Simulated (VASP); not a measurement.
# Nb (Im-3m) in VASP: a series of runs

Nb is run at these levels: RPBE; tasks: single point.

All numbers are computed with VASP 6.6.1; they aren't measurements. Logs are shortened: lines on timing, memory, paths and dates and some standing lists are left out, and cuts for length are marked.

## 1. The cell of the first run

Symmetry: Im-3m, No. 229, cubic system. Conventional cell: a = 3.284 Å, b = 3.284 Å, c = 3.284 Å, α = 90.00°, β = 90.00°, γ = 90.00°. Within 3.7 Å of Nb (site symmetry m-3m) lie 14 Nb at 2.84 to 3.28 Å.

## 2. Single point, RPBE (volume scaled by 0.96)

File INCAR:

```
ALGO = Normal
EDIFF = 1E-6
ENCUT = 520
GGA = RP
ISIF = 2
ISMEAR = -1
LASPH = T
LCHARG = F
LREAL = F
LWAVE = F
NBANDS = 12
NELM = 60
PREC = Accurate
SIGMA = 0.1
```

File KPOINTS:

```
k-points
0
Gamma
  22 22 22
```

File POSCAR:

```
Nb
1.0
   -1.6418915947      1.6418915947      1.6418915947
    1.6418915947     -1.6418915947      1.6418915947
    1.6418915947      1.6418915947     -1.6418915947
Nb
1
Direct
    0.0000000000      0.0000000000      0.0000000000
```

Potentials or basis: VASP PAW PBE potentials, release 64 (Nb_sv).

Command:

```bash
$ cat potpaw_PBE.64/Nb_sv/POTCAR > POTCAR
$ mpirun -np 1 vasp_std > vasp.out
```

OUTCAR:

```text
EDIFF = 1E-6
   ENCUT = 520
   GGA = RP
   ISIF = 2
   ISMEAR = -1
   LASPH = T
   LREAL = F
   NELM = 60
   PREC = Accurate

 ion  position               nearest neighbor table
   1  0.000  0.000  0.000-

  LATTYP: Found a body centered cubic cell.
 ALAT       =     3.2837831894

  Lattice vectors:

 A1 = (  -1.6418915947,   1.6418915947,   1.6418915947)
 A2 = (   1.6418915947,  -1.6418915947,   1.6418915947)
 A3 = (   1.6418915947,   1.6418915947,  -1.6418915947)

Analysis of symmetry for initial positions (statically):
=====================================================================
 Subroutine PRICEL returns:
 Original cell was already a primitive cell.

 Routine SETGRP: Setting up the symmetry group for a
 body centered cubic supercell.

 Subroutine GETGRP returns: Found 48 space group operations
 (whereof 48 operations were pure point group operations)
 out of a pool of 48 trial point group operations.

The static configuration has the point symmetry O_h .

Analysis of symmetry for dynamics (positions and initial velocities):
=====================================================================
 Subroutine PRICEL returns:
 Original cell was already a primitive cell.

 Routine SETGRP: Setting up the symmetry group for a
 body centered cubic supercell.

 Subroutine GETGRP returns: Found 48 space group operations
 (whereof 48 operations were pure point group operations)
 out of a pool of 48 trial point group operations.

The dynamic configuration has the point symmetry O_h .

 Subroutine INISYM returns: Found 48 space group operations
 (whereof 48 operations are pure point group operations),
 and found     1 'primitive' translations

----------------------------------------------------------------------------------------

                                     Primitive cell

  volume of cell :      17.7049

  direct lattice vectors                    reciprocal lattice vectors
    -1.641891595  1.641891595  1.641891595     0.000000000  0.304526804  0.304526804
     1.641891595 -1.641891595  1.641891595     0.304526804  0.000000000  0.304526804
     1.641891595  1.641891595 -1.641891595     0.304526804  0.304526804  0.000000000

  length of vectors
     2.843839663  2.843839663  2.843839663     0.430665936  0.430665936  0.430665936

  position of ions in fractional coordinates (direct lattice)
     0.000000000  0.000000000  0.000000000

  ion indices of the primitive-cell ions
   primitive index   ion index
                 1           1

----------------------------------------------------------------------------------------

 KPOINTS: k-points

Automatic generation of k-mesh.
 Grid dimensions read from file:
 generate k-points for:   22   22   22

 Generating k-lattice:

  Cartesian coordinates                     Fractional coordinates (reciprocal lattice)
     0.000000000  0.013842127  0.013842127     0.045454545  0.000000000  0.000000000
     0.013842127  0.000000000  0.013842127     0.000000000  0.045454545  0.000000000
     0.013842127  0.013842127  0.000000000     0.000000000  0.000000000  0.045454545

  Length of vectors
     0.019575724  0.019575724  0.019575724

  Shift w.r.t. Gamma in fractional coordinates (k-lattice)
     0.000000000  0.000000000  0.000000000

 Subroutine IBZKPT returns following result:
 ===========================================

 Found    328 irreducible k-points:

 Following reciprocal coordinates:
            Coordinates               Weight
  0.000000  0.000000  0.000000      1.000000
  0.045455  0.000000  0.000000     12.000000
  0.090909  0.000000  0.000000     12.000000
  0.136364  0.000000  0.000000     12.000000
  0.181818  0.000000  0.000000     12.000000
  0.227273  0.000000  0.000000     12.000000
[... 16 lines left out ...]
  0.090909  0.090909  0.000000     24.000000
  0.136364  0.090909  0.000000     48.000000
 [... further k-points ...]
   k-points           NKPTS =    328   k-points in BZ     NKDIM =    328   number of bands    NBANDS=     12
   number of dos      NEDOS =    301   number of ions     NIONS =      1
   total plane-waves  NPLWV =  13824
   dimension x,y,z NGX =    24 NGY =   24 NGZ =   24
   dimension x,y,z NGXF=    48 NGYF=   48 NGZF=   48
   ions per type =               1
   NGX,Y,Z   is equivalent  to a cutoff of  14.03, 14.03, 14.03 a.u.
   NGXF,Y,Z  is equivalent  to a cutoff of  28.06, 28.06, 28.06 a.u.
 SYSTEM =  unknown system
   PREC   = accura    normal or accurate (medium, high low for compatibility)
   ISTART =      0    job   : 0-new  1-cont  2-samecut
   ICHARG =      2    charge: 1-file 2-atom 10-const
   ISPIN  =      1    spin polarized calculation?
   LNONCOLLINEAR =      F non collinear calculations
   LSORBIT =      F    spin-orbit coupling
   LASPH  =      T    aspherical Exc in radial PAW
   ENCUT  =  520.0 eV  38.22 Ry    6.18 a.u.   5.29  5.29  5.29*2*pi/ulx,y,z
   NELM   =     60;   NELMIN=  2; NELMDL= -5     # of ELM steps
   EDIFF  = 0.1E-05   stopping-criterion for ELM
   LREAL  =      F    real-space projection
[... 7 lines left out ...]
   TEBEG  =    0.0;   TEEND  =   0.0 temperature during run
   PSTRESS=    0.0 pullay stress
   NELECT =      13.0000    total number of electrons
   NUPDOWN=      -1.0000    fix difference up-down
   EMIN   =  10.00;   EMAX   =-10.00  energy-range for DOS
   EFERMI =   0.00;   METHOD = LEGACY
   ISMEAR =    -1;   SIGMA  =   0.10  broadening in eV -4-tet -1-fermi 0-gaus
   EFERMI_NEDOS =   21; number of points for ismear=-14 and -15
   IALGO  =     38    algorithm
   IMIX   =      4    mixing-type and parameters
     AMIX     =   0.40;   BMIX     =  1.00
     AMIX_MAG =   1.60;   BMIX_MAG =  1.00
  volume/ion in A,a.u.               =      17.70       119.48
  Fermi-wavevector in a.u.,A,eV,Ry     =   1.476924  2.790982 29.678448  2.181304
  Thomas-Fermi vector in A             =   2.591391
   LORBIT       =      0    0 simple, 1 ext, 2 COOP (PROOUT), +10 PAW based schemes
   GGA     = RP    functional components
   LHFCALC =     F    Hartree Fock is set to
   AEXX    =    0.0000 exact exchange contribution
   IVDW    =     0    specifies the selected vdW correction
   LEPSILON=     F    determine dielectric tensor
   LRPA    =     F    only Hartree local field effects (RPA)
 non-spin polarized calculation
  energy-cutoff  :      520.00
  volume of cell :       17.70
 maximum number of plane-waves:       490
 NGX is ok and might be reduce to    24
   NGX = 11   NGY = 11   NGZ = 11

 number of electron      13.0000001 magnetization

 Free energy of the ion-electron system (eV)
  ---------------------------------------------------
  ext. energy  EPLUGINS =         0.00000000
  ---------------------------------------------------
  free energy    TOTEN  =        -9.70892879 eV

  energy without entropy =       -9.66132769  energy(sigma->0) =       -9.68512824

 E-fermi :  11.5107     XC(G=0): -12.5236

 val. band max:       11.5074557802   @ k =  -0.2273   0.2273   0.1364
 cond. band min:      11.5213628825   @ k =   0.3182   0.1818   0.1364
 fundamental gap:      0.0139071023
 Fermi energy:        11.5107069704

 k-point     1 :       0.0000    0.0000    0.0000
  band No.  band energies     occupation
      1     -42.8663      2.00000
      2     -18.1281      2.00000
      3     -18.1281      2.00000
      4     -18.1281      2.00000
      5       5.5288      2.00000
      6      11.8634      0.05712
      7      11.8634      0.05712
      8      11.8634      0.05712
      9      14.8310      0.00000
     10      14.8310      0.00000
     11      25.7518      0.00000
     12      25.7518      0.00000

 k-point     2 :       0.0455    0.0000    0.0000
  band No.  band energies     occupation
      1     -42.8611      2.00000
      2     -18.1595      2.00000
      3     -18.1376      2.00000
      4     -18.1284      2.00000
      5       5.6166      2.00000
      6      11.8085      0.09688
      7      11.8513      0.06424
      8      11.9469      0.02519
      9      14.7426      0.00000
     10      14.8307      0.00000
     11      25.8262      0.00000
     12      25.9061      0.00000

 k-point     3 :       0.0909    0.0000    0.0000
  band No.  band energies     occupation
      1     -42.8460      2.00000
      2     -18.2504      2.00000
      3     -18.1651      2.00000
      4     -18.1292      2.00000
      5       5.8721      2.00000
      6      11.6528      0.38899
      7      11.8039      0.10124
      8      12.1952      0.00213
      9      14.5306      0.00000
     10      14.8328      0.00000
     11      26.0242      0.00000
     12      26.3479      0.00000
[... 286 lines left out ...]
 k-point    23 :       0.0909    0.0909    0.0000
  band No.  band energies     occupation
      1     -42.8083      2.00000
      2     -18.4694      2.00000
      3     -18.2068      2.00000
      4     -18.1585      2.00000
      5       6.5000      2.00000
      6      11.3842      1.55966
      7      11.4890      1.10797
      8      12.9059      0.00000
      9      14.1361      0.00000
     10      14.9501      0.00000
     11      26.5174      0.00000
     12      27.2634      0.00000

 k-point    24 :       0.1364    0.0909    0.0000
  band No.  band energies     occupation
      1     -42.7785      2.00000
      2     -18.6317      2.00000
      3     -18.2588      2.00000
      4     -18.1682      2.00000
      5       6.9815      2.00000
      6      11.1351      1.95433
      7      11.2921      1.79800
      8      13.4937      0.00000
      9      14.0034      0.00000
     10      15.0540      0.00000
     11      26.7689      0.00000
     12      27.6004      0.00000

 [... further k-points ...]

------------------------ aborting loop because EDIFF is reached ----------------------------------------

  FORCE on cell =-STRESS in cart. coord.  units (eV):
  Direction    XX          YY          ZZ          XY          YZ          ZX
  --------------------------------------------------------------------------------------
  -------------------------------------------------------------------------------------
  Total        0.7840502      0.7840502      0.7840502     -0.0000000     -0.0000000      0.0000000
  in kB       70.9514093     70.9514093     70.9514093     -0.0000000     -0.0000000      0.0000000
  external PRESSURE =      70.9514093 kB  Pullay stress =       0.0000000 kB

 VOLUME and BASIS-vectors are now :
 -----------------------------------------------------------------------------
  energy-cutoff  :      520.00
  volume of cell :       17.70
      direct lattice vectors                 reciprocal lattice vectors
    -1.641891595  1.641891595  1.641891595     0.000000000  0.304526804  0.304526804
     1.641891595 -1.641891595  1.641891595     0.304526804  0.000000000  0.304526804
     1.641891595  1.641891595 -1.641891595     0.304526804  0.304526804  0.000000000

 POSITION                                       TOTAL-FORCE (eV/Angst)
 -----------------------------------------------------------------------------------
      0.00000      0.00000      0.00000         0.000000     -0.000000      0.000000
 -----------------------------------------------------------------------------------
    total drift:                                0.000000      0.000000      0.000000

  FREE ENERGIE OF THE ION-ELECTRON SYSTEM (eV)
  ---------------------------------------------------
  free  energy   TOTEN  =        -9.7089287903 eV

  energy  without entropy=       -9.6613276911  energy(sigma->0) =       -9.68512824
```

Run time: 34 s. Hardware: 1 thread of Intel Xeon 6975P-C, shared host; peak memory 0.19 GiB.

What came out:

```
Free energy : -9.7089 eV
Pressure    : 7.1 GPa
```

Levels at points of the mesh, in eV from the Fermi level:
| k point | band 2 | band 3 | band 4 | band 5 | band 6 | band 7 | band 8 | band 9 | band 10 | band 11 |
| --- | --- | --- | --- | --- | --- | --- | --- | --- | --- | --- |
| (0.00, 0.00, 0.00) | -29.64 | -29.64 | -29.64 | -5.98 | 0.35 | 0.35 | 0.35 | 3.32 | 3.32 | 14.24 |
| (0.50, 0.00, 0.00) | -31.07 | -30.09 | -29.65 | -3.80 | -1.72 | 2.35 | 3.36 | 4.06 | 6.49 | 11.65 |
| (0.50, 0.50, 0.50) | -30.61 | -30.61 | -30.61 | -3.83 | -3.83 | 5.70 | 5.70 | 5.70 | 9.22 | 9.22 |

Caveat: the PAW data sets were made with another functional, which shifts forces and pressure a little.

## 3. Single point, RPBE (volume scaled by 1.12)

File INCAR:

```
PREC     = Accurate       # precision mode
ENCUT    = 520            # plane-wave cutoff, eV
EDIFF    = 1E-7           # SCF threshold, eV
ISMEAR   = -1             # smearing method
SIGMA    = 0.1            # smearing width, eV
LREAL    = F              # projectors in reciprocal space
LASPH    = T              # aspherical terms in the spheres
NELM     = 60             # most SCF steps
ALGO     = Normal         # electronic algorithm
ISIF     = 2              # what is computed and relaxed
LWAVE    = F              # write WAVECAR
LCHARG   = T              # write CHGCAR
GGA      = RP             # functional
LELF     = T              # ELF
LVHAR    = T            
NBANDS   = 12             # bands
```

File KPOINTS:

```
Automatic mesh
0
Gamma
  22 22 22
```

File POSCAR:

```
Nb
1.0
   -1.7284629554      1.7284629554      1.7284629554
    1.7284629554     -1.7284629554      1.7284629554
    1.7284629554      1.7284629554     -1.7284629554
Nb
1
Direct
    0.0000000000      0.0000000000      0.0000000000
```

Potentials or basis: VASP PAW PBE potentials, release 64 (Nb_sv).

Command:

```bash
$ cat potpaw_PBE.64/Nb_sv/POTCAR > POTCAR
$ mpirun -np 1 vasp_std > vasp.out
```

Run time: 44 s. Hardware: 1 thread of Intel Xeon 6975P-C, shared host; peak memory 0.2 GiB.

Results (log left out):

```yaml
Free_energy: -9.6135 eV
Pressure: -14.9 GPa
```

Levels at points of the mesh, in eV from the Fermi level:
```csv
k point,band 5,band 6,band 7,band 8,band 9,band 10
"(0.00, 0.00, 0.00)",-5.66,0.36,0.36,0.36,2.84,2.84
"(0.50, 0.00, 0.00)",-3.21,-1.32,1.68,2.81,3.38,5.29
"(0.50, 0.50, 0.50)",-3.02,-3.02,4.68,4.68,4.68,7.98
```

Caveat: the PAW data sets were made with another functional, which shifts forces and pressure a little.
